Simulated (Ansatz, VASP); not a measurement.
# Al2Cu: VASP beside Ansatz

```
Cu Al
1.0
    -3.03350    3.03350    2.43850
     3.03350   -3.03350    2.43850
     3.03350    3.03350   -2.43850
Cu Al
2 4
Direct
  0.25000 0.25000 0.00000
  0.75000 0.75000 0.00000
  0.34190 0.15810 0.50000
  0.84190 0.34190 0.18380
  0.65810 0.84190 0.50000
  0.15810 0.65810 0.81620
```

Alike in both runs: functional r2SCAN; k mesh 7 × 7 × 7; occupations fermi-dirac, width 0.05 eV; no spin polarisation.

|  | VASP | Ansatz |
| --- | --- | --- |
| version | VASP 6.6.1 | Ansatz 0.2.0 |
| potentials or method | VASP PAW PBE potentials, release 64 (Cu, Al) | Ansatz PAW |
| plane-wave cutoff (eV) | 520 | 500 |
| valence electrons in the cell | 34 | 50 |
| task | single point | band structure |

|  | VASP | Ansatz | Ansatz less VASP |
| --- | --- | --- | --- |
| gap on the k mesh at the Fermi level (eV) | none | none | - |
| pressure (GPa) | -4.0 | -3.9 | +0.09 |
| rms of the force components (eV/Å) | 0.039 | 0.041 | +0.0018 |

VASP's potentials were made for PBE, not for r2SCAN. Atom by atom the forces differ by 0.002 eV/Å (rms over components). A gap of «none» marks a metal or a gap that the smearing closes. The functional is the same, so the differences come from potentials, cutoffs and numerics. VASP's potentials hold 34 valence electrons a cell and Ansatz's 50, so a difference there can come from the potentials and not from the codes.
